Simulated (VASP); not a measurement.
Wanted: the native input for a VASP 6.6.1 run.

| Quantity | Value |
| --- | --- |
| Task | relaxation of cell and atoms |
| Functional | PBEsol |
| Potentials or basis | VASP PAW PBE potentials, release 64 (Ru_pv) |
| Cutoff | 600 eV |
| k mesh | 20 × 20 × 20 |
| Occupations | gaussian, width 0.1 eV |
| Spin | no spin polarisation |
| Dipole correction | no |
| Further INCAR settings | ALGO = Fast; EDIFF = 1e-06; IBRION = 2; EDIFFG = -0.005; NSW = 100; ISIF = 3 |

The structure of Ru lies in POSCAR:

```
Ru
1.0
    0.0000000000      1.8818849011      1.8818849011
    1.8818849011      0.0000000000      1.8818849011
    1.8818849011      1.8818849011      0.0000000000
Ru
1
Direct
    0.0000000000      0.0000000000      0.0000000000
```

These files were run (other wordings do the same):

INCAR

```
SYSTEM = Ru
  ALGO = Fast
  EDIFF = 1E-6
  EDIFFG = -0.005
  ENCUT = 600
  GGA = PS
  IBRION = 2
  ISIF = 3
  ISMEAR = 0
  LASPH = .True.
  LCHARG = .False.
  LREAL = .False.
  LWAVE = .False.
  NELM = 100
  NSW = 100
  PREC = Accurate
  SIGMA = 0.1
```

KPOINTS

```
k-points
0
Gamma
  20 20 20
  0 0 0
```

Potentials or basis: VASP PAW PBE potentials, release 64 (Ru_pv).

The run is started by

```console
$ cat potpaw_PBE.64/Ru_pv/POTCAR > POTCAR
$ mpirun -np 1 vasp_std > vasp.out
```

Results of the run:

```json
{
  "Relaxed volume": "13.38 Å³/atom",
  "Relaxed cell": "a = 2.665 Å, b = 2.665 Å, c = 2.665 Å, α = 60.00°, β = 60.00°, γ = 60.00°",
  "Space group after relaxing (to 0.05 Å)": "Fm-3m (No. 225)",
  "Energy gained by relaxing": "0.2 meV/atom",
  "Ionic steps": "5",
  "Pressure after relaxing": "0.0 GPa",
  "Band gap on the k mesh": "zero (band 7 reaches 15.21 eV, above the bottom of band 8 at 11.49 eV)"
}
```

Caveat: the PAW data sets were made with another functional, which shifts forces and pressure a little.

Wall time 57 s on 1 thread of Intel(R) Xeon(R) Platinum 8488C (Sapphire Rapids), on a shared host, peak memory 0.18 GiB.
